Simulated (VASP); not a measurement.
The system is HfH3.

```
CELL_PARAMETERS angstrom
3.08455 0.00000 0.00000
0.00000 3.08455 0.00000
0.00000 0.00000 3.08455
ATOMIC_POSITIONS crystal
Hf 0.00000 0.00000 0.00000
H 0.00000 0.50000 0.50000
H 0.50000 0.00000 0.50000
H 0.50000 0.50000 0.00000
```

```yaml
Program: VASP 6.6.1
Task: relaxation of cell and atoms
Functional: PBEsol
Dispersion: D3(BJ)
Potentials_or_basis: VASP PAW PBE potentials, release 64 (Hf_pv, H)
Cutoff: 600 eV
k_mesh: 7 × 7 × 7
Occupations: methfessel-paxton, width 0.1 eV
Spin: no spin polarisation
```

At the start: pressure -8.4 GPa; volume 7.34 Å³/atom.

Task: Where does the relaxation end?

Result: Over 3 steps the energy falls by 11.9 meV/atom and the volume is 6.91 Å³/atom (-5.8 %); space group Pm-3m (No. 221, to 0.05 Å).

The path:
```
step  energy change (eV)  largest force (eV/Å)  pressure (GPa)  volume (Å³)
   1              0.0000                0.0000           -8.39        29.35
   2             -0.0473                0.0000           -0.62        27.75
   3             -0.0475                0.0000           -0.03        27.64
```

Final structure:
```cif
data_structure
_symmetry_space_group_name_H-M 'P 1'
_symmetry_Int_Tables_number 1
_cell_length_a 3.0236
_cell_length_b 3.0236
_cell_length_c 3.0236
_cell_angle_alpha 90.000
_cell_angle_beta 90.000
_cell_angle_gamma 90.000
_cell_volume 27.64
loop_
_atom_site_label
_atom_site_type_symbol
_atom_site_fract_x
_atom_site_fract_y
_atom_site_fract_z
_atom_site_occupancy
Hf1 Hf 0.00000 0.00000 0.00000 1
H1 H 0.00000 0.50000 0.50000 1
H2 H 0.50000 0.00000 0.50000 1
H3 H 0.50000 0.50000 0.00000 1
```

Caveat: the PAW data sets were made with another functional, which shifts forces and pressure a little; pairwise dispersion overbinds metals, which lowers pressure and volume.
